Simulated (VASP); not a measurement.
Wanted: the native input for a VASP 6.6.1 run.

* Task: single point
* Functional: PBEsol
* Potentials or basis: VASP PAW PBE potentials, release 64 (Ti_sv, Al)
* Cutoff: 520 eV
* k mesh: 18 × 18 × 6
* Occupations: gaussian, width 0.15 eV
* Spin: no spin polarisation
* Dipole correction: no
* Further INCAR settings: ALGO = Fast; EDIFF = 1e-06; NBANDS = 28

The structure of Ti3Al lies in POSCAR:

```
Ti3Al
1.0
    2.9604029700      0.0000000000      0.0000000000
   -1.4802014850      2.5637841775      0.0000000000
    0.0000000000      0.0000000000      8.2758065027
Ti Al
3 1
Direct
    0.6666666667      0.3333333333      0.0000000000
    0.3333333333      0.6666666667      0.7511732072
    0.3333333333      0.6666666667      0.2488267928
    0.6666666667      0.3333333333      0.5000000000
```

The input as run:

INCAR

```
SYSTEM = Ti3Al
  PREC = Accurate
  ENCUT = 520
  EDIFF = 1E-6
  ISMEAR = 0
  SIGMA = 0.15
  LREAL = .False.
  LASPH = .True.
  NELM = 80
  ALGO = Fast
  ISIF = 2
  LWAVE = .False.
  LCHARG = .False.
  GGA = PS
  NBANDS = 28
```

KPOINTS

```
Automatic mesh
0
Gamma
  18 18 6
  0 0 0
```

Potentials or basis: VASP PAW PBE potentials, release 64 (Ti_sv, Al).

The run is started by

```console
$ cat potpaw_PBE.64/Ti_sv/POTCAR potpaw_PBE.64/Al/POTCAR > POTCAR
$ mpirun -np 1 vasp_std > vasp.out
```

It gave:

```json
{"Pressure": "8.6 GPa", "Largest force": "0.080 eV/Å", "Band gap on the k mesh": "zero (an odd number of electrons rules out a gap without spin polarisation)"}
```

Caveat: the cell stands under pressure; the PAW data sets were made with another functional, which shifts forces and pressure a little.

Wall time 6 min on 1 thread of Intel(R) Xeon(R) 6975P-C (Granite Rapids) (shared host), peak memory 0.33 GiB.
